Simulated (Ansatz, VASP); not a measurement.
**PbS: VASP beside Ansatz**

```
Pb S
1.0
     3.00271   -3.00207    0.00011
     3.00271    3.00207    0.00011
    -2.11151    0.00000   22.20464
Pb S
2 2
Direct
  0.73776 0.71773 0.93663
  0.28227 0.26224 0.06337
  0.23994 0.21938 0.94213
  0.78062 0.76006 0.05787
```

Alike in both runs: functional PBE; k mesh 6 × 6 × 2; occupations gaussian, width 0.02 eV; no spin polarisation.

Ansatz relaxed the structure, and its values are those at the end. VASP's run is a single point on that final structure, the one shown.

|  | VASP | Ansatz |
| --- | --- | --- |
| version | VASP 6.6.1 | Ansatz 0.2.0 |
| potentials or method | VASP PAW PBE potentials, release 64 (Pb_d, S), cutoff 520 eV | scalar-relativistic, plane waves, PAW |
| valence electrons in the cell | 40 | 40 |

```csv
,VASP,Ansatz,Ansatz less VASP
gap on the k mesh at the Fermi level (eV),2.07,2.07,-0.002
least direct gap on the mesh (eV),2.07,2.07,-0.001
```

The functional is the same, so the differences come from potentials, cutoffs and numerics.

Neither program's run includes spin-orbit coupling.
